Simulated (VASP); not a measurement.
# BN (P6_3/mmc) in VASP: notebook, part 2 of 2

VASP 6.6.1. The steps go on from the part before.

### Step 5. Single point, PBE (strained)

INCAR

```
SYSTEM = BN
  PREC = Accurate
  ENCUT = 520
  EDIFF = 1E-6
  ISMEAR = 0
  SIGMA = 0.02
  LREAL = .FALSE.
  LASPH = .TRUE.
  NELM = 100
  ALGO = Normal
  ISIF = 2
  LWAVE = .FALSE.
  LCHARG = .FALSE.
  GGA = PE
  NBANDS = 16
```

KPOINTS

```
Automatic mesh
0
G
  12 12 4
  0 0 0
```

POSCAR

```
BN
1.0
    2.5897283803      0.0000000000      0.0000000000
   -1.2948641902      2.2427705662      0.0000000000
    0.0000000000      0.0000000000      6.7893614880
B N
2 2
Direct
    0.3333333333      0.6666666667      0.2500000000
    0.6666666667      0.3333333333      0.7500000000
    0.3333333333      0.6666666667      0.7500000000
    0.6666666667      0.3333333333      0.2500000000
```

Potentials or basis: VASP PAW PBE potentials, release 64 (B, N).

On the command line:

```bash
$ cat potpaw_PBE.64/B/POTCAR potpaw_PBE.64/N/POTCAR > POTCAR
$ mpirun -np 1 vasp_std > vasp.out
```

OUTCAR:

```text
SYSTEM = BN
   PREC = Accurate
   ENCUT = 520
   EDIFF = 1E-6
   ISMEAR = 0
   LREAL = .FALSE.
   LASPH = .TRUE.
   NELM = 100
   ISIF = 2
   GGA = PE

 ion  position               nearest neighbor table
   1  0.333  0.667  0.250-   4 1.50   4 1.50   4 1.50
   2  0.667  0.333  0.750-   3 1.50   3 1.50   3 1.50
   3  0.333  0.667  0.750-   2 1.50   2 1.50   2 1.50
   4  0.667  0.333  0.250-   1 1.50   1 1.50   1 1.50

  LATTYP: Found a hexagonal cell.
 ALAT       =     2.5897283803
 C/A-ratio  =     2.6216500308

  Lattice vectors:

 A1 = (   2.5897283803,   0.0000000000,   0.0000000000)
 A2 = (  -1.2948641902,   2.2427705662,   0.0000000000)
 A3 = (   0.0000000000,   0.0000000000,   6.7893614880)

Analysis of symmetry for initial positions (statically):
=====================================================================
 Subroutine PRICEL returns:
 Original cell was already a primitive cell.

 Routine SETGRP: Setting up the symmetry group for a
 hexagonal supercell.

 Subroutine GETGRP returns: Found 24 space group operations
 (whereof 12 operations were pure point group operations)
 out of a pool of 24 trial point group operations.

The static configuration has the point symmetry D_3d.
 The point group associated with its full space group is D_6h.

Analysis of symmetry for dynamics (positions and initial velocities):
=====================================================================
 Subroutine PRICEL returns:
 Original cell was already a primitive cell.

 Routine SETGRP: Setting up the symmetry group for a
 hexagonal supercell.

 Subroutine GETGRP returns: Found 24 space group operations
 (whereof 12 operations were pure point group operations)
 out of a pool of 24 trial point group operations.

The dynamic configuration has the point symmetry D_3d.
 The point group associated with its full space group is D_6h.

 Subroutine INISYM returns: Found 24 space group operations
[... 123 lines left out ...]
  Fermi-wavevector in a.u.,A,eV,Ry     =   1.211971  2.290293 19.985234  1.468873
  Thomas-Fermi vector in A             =   2.347470
   LORBIT       =      0    0 simple, 1 ext, 2 COOP (PROOUT), +10 PAW based schemes
   GGA     = PE    functional components
   LHFCALC =     F    Hartree Fock is set to
   AEXX    =    0.0000 exact exchange contribution
   IVDW    =     0    specifies the selected vdW correction
   LEPSILON=     F    determine dielectric tensor
   LRPA    =     F    only Hartree local field effects (RPA)
 non-spin polarized calculation
 Gauss-broadening in eV      SIGMA  =   0.02
  energy-cutoff  :      520.00
  volume of cell :       39.43
 maximum number of plane-waves:      1080
 NGX is ok and might be reduce to    20
   NGX =  9   NGY =  9   NGZ = 25

 number of electron      16.0000002 magnetization

 Free energy of the ion-electron system (eV)
  ---------------------------------------------------
  ext. energy  EPLUGINS =         0.00000000
  ---------------------------------------------------
  free energy    TOTEN  =       -34.96178815 eV

  energy without entropy =      -34.96178815  energy(sigma->0) =      -34.96178815

 E-fermi :   1.8425     XC(G=0):  -9.7209

 val. band max:        1.6843953046   @ k =   0.3333   0.3333   0.5000
 cond. band min:       5.8174183011   @ k =   0.5000   0.0000   0.0000
 fundamental gap:      4.1330229965
 Fermi energy:         1.8424765347

 k-point     1 :       0.0000    0.0000    0.0000
  band No.  band energies     occupation
      1     -15.5091      2.00000
      2     -15.2526      2.00000
      3      -3.9597      2.00000
      4      -1.9901      2.00000
      5       0.2486      2.00000
      6       0.2486      2.00000
[... 433 lines left out ...]
      3      -4.9872      2.00000
      4      -4.9350      2.00000
      5      -1.7892      2.00000
      6      -1.7479      2.00000
[... 8 lines left out ...]
     15      17.3348      0.00000
     16      18.7454      0.00000

 [... further k-points ...]

------------------------ aborting loop because EDIFF is reached ----------------------------------------

  FORCE on cell =-STRESS in cart. coord.  units (eV):
  Direction    XX          YY          ZZ          XY          YZ          ZX
  --------------------------------------------------------------------------------------
  -------------------------------------------------------------------------------------
  Total       -6.7634249     -6.7634249      0.4778052      0.0000000      0.0000000      0.0000000
  in kB     -274.7952723   -274.7952723     19.4130378      0.0000000      0.0000000      0.0000000
  external PRESSURE =    -176.7258356 kB  Pullay stress =       0.0000000 kB

 VOLUME and BASIS-vectors are now :
 -----------------------------------------------------------------------------
  energy-cutoff  :      520.00
  volume of cell :       39.43
      direct lattice vectors                 reciprocal lattice vectors
     2.589728380  0.000000000  0.000000000     0.386140882  0.222938542  0.000000000
    -1.294864190  2.242770566  0.000000000     0.000000000  0.445877084  0.000000000
     0.000000000  0.000000000  6.789361488     0.000000000  0.000000000  0.147289256

 POSITION                                       TOTAL-FORCE (eV/Angst)
 -----------------------------------------------------------------------------------
     -0.00000      1.49518      1.69734         0.000000     -0.000000      0.000000
      1.29486      0.74759      5.09202        -0.000000      0.000000      0.000000
     -0.00000      1.49518      5.09202        -0.000000     -0.000000      0.000000
      1.29486      0.74759      1.69734        -0.000000      0.000000      0.000000
 -----------------------------------------------------------------------------------
    total drift:                               -0.000000      0.000000     -0.000000

  FREE ENERGIE OF THE ION-ELECTRON SYSTEM (eV)
  ---------------------------------------------------
  free  energy   TOTEN  =       -34.9617881499 eV

  energy  without entropy=      -34.9617881499  energy(sigma->0) =      -34.96178815
```

stdout:

```text
POSCAR found type information on POSCAR B N
 POSCAR found :  2 types and       4 ions
 scaLAPACK will be used
 LDA part: xc-table for (Slater+PW92), standard interpolation
 POSCAR, INCAR and KPOINTS ok, starting setup
 FFT: planning ... GRIDC
 FFT: planning ... GRID_SOFT
 FFT: planning ... GRID
 WAVECAR not read
 entering main loop
```

Run time: 54 s. Hardware: 1 thread of Intel Xeon 8259CL, shared host; peak memory 0.16 GiB.

What came out:

| Property | Result |
| --- | --- |
| Free energy | -34.9618 eV |
| Pressure | -17.7 GPa |
| Band gap on the k mesh | 4.13 eV (least direct gap 4.39 eV) |

Levels at points of the mesh, in eV from the valence-band top:
| k point | band 4 | band 5 | band 6 | band 7 | band 8 | band 9 | band 10 | band 11 | band 12 | band 13 |
| --- | --- | --- | --- | --- | --- | --- | --- | --- | --- | --- |
| (0.00, 0.00, 0.00) | -3.67 | -1.44 | -1.44 | -1.40 | -1.40 | 5.08 | 9.69 | 10.47 | 10.73 | 10.73 |
| (0.50, 0.00, 0.00) | -8.44 | -3.99 | -3.93 | -1.30 | -0.37 | 4.13 | 5.33 | 8.60 | 8.91 | 12.24 |
| (0.00, 0.00, 0.50) | -4.77 | -1.42 | -1.42 | -1.42 | -1.42 | 7.19 | 7.19 | 10.79 | 10.79 | 10.79 |
| (0.50, 0.00, 0.50) | -8.48 | -3.96 | -3.96 | -0.82 | -0.82 | 4.54 | 4.54 | 8.88 | 8.88 | 12.96 |

Caveat: the cell differs from its parent crystal (strained); the stress differs along the axes, from -27 to 2 GPa; this functional lacks dispersion, which binds layers or chains, so the pressure and a relaxed spacing across them are unreliable. A k mesh can miss the band edges.

### Step 6. Summary

```tsv
cell	gap on the mesh (eV)	pressure (GPa)
a = 2.525, b = 2.525, c = 6.318 Å, angles 90.0, 90.0, 120.0°, 4 atoms	4.12	-2.0
a = 2.569, b = 2.569, c = 6.235 Å, angles 90.0, 90.0, 120.0°, 4 atoms	4.01	-13.3
a = 2.571, b = 2.571, c = 6.740 Å, angles 90.0, 90.0, 120.0°, 4 atoms	4.16	-13.8
a = 2.590, b = 2.590, c = 6.789 Å, angles 90.0, 90.0, 120.0°, 4 atoms	4.13	-17.7
```

Alike in all rows: task single point; level PBE; potentials or basis VASP PAW PBE potentials, release 64 (B, N); no spin polarisation; k mesh 12 × 12 × 4; cutoff (eV) 520; smearing gaussian 0.02 eV.

Caveats: this functional lacks dispersion, which binds layers or chains, so the pressure and a relaxed spacing across them are unreliable; the stress differs along the axes, from -5 to 5 GPa (at least some runs); the stress differs along the axes, from -23 to 5 GPa (at least some runs); the stress differs along the axes, from -22 to 2 GPa (at least some runs); the stress differs along the axes, from -27 to 2 GPa (at least some runs).

Total energies depend on the potentials used, so only differences within one code and one set of settings carry meaning.
